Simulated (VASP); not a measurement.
The system is WC.

```xyz
2
Lattice="0.0000 2.3021 2.3021 2.3021 0.0000 2.3021 2.3021 2.3021 0.0000" Properties=species:S:1:pos:R:3 pbc="T T T"
W     0.0000    0.0000    0.0000
C     3.4532    3.4532    3.4532
```

The cell was built from a structure type or drawn by symmetry, and may not be a known phase.

* Program: VASP 6.6.1
* Task: relaxation of cell and atoms
* Functional: PBE
* Potentials or basis: VASP PAW PBE potentials, release 64 (W_sv, C)
* Cutoff: 600 eV
* k mesh: 6 × 6 × 6
* Occupations: gaussian, width 0.1 eV
* Spin: no spin polarisation

At the start: pressure 19.2 GPa; volume 12.20 Å³/atom.

**Question.** How do energy, volume and symmetry change on relaxing?

**Answer.** Over 4 steps the energy falls by 45.5 meV/atom and the volume is 13.01 Å³/atom (+6.6 %); space group F-43m (No. 216, to 0.1 Å) before and after.

Step by step:
| step | energy change (eV) | largest force (eV/Å) | pressure (GPa) | volume (Å³) |
| --- | --- | --- | --- | --- |
| 1 | 0.0000 | 0.0000 | 19.16 | 24.40 |
| 2 | 0.2874 | 0.0000 | -27.41 | 29.92 |
| 3 | -0.0908 | 0.0000 | -0.80 | 26.09 |
| 4 | -0.0910 | 0.0000 | -0.07 | 26.02 |

Final structure:
```yaml
crystal:
  lattice:
    - [0.00000, 2.35183, 2.35183]
    - [2.35183, 0.00000, 2.35183]
    - [2.35183, 2.35183, 0.00000]
  atoms:
    - { symbol: W, position: [0.00000, 0.00000, 0.00000] }
    - { symbol: C, position: [0.75000, 0.75000, 0.75000] }
```

Caveat: the k points lie up to 0.39 Å⁻¹ apart in the final cell, too coarse for converged energies and pressures of a metal.
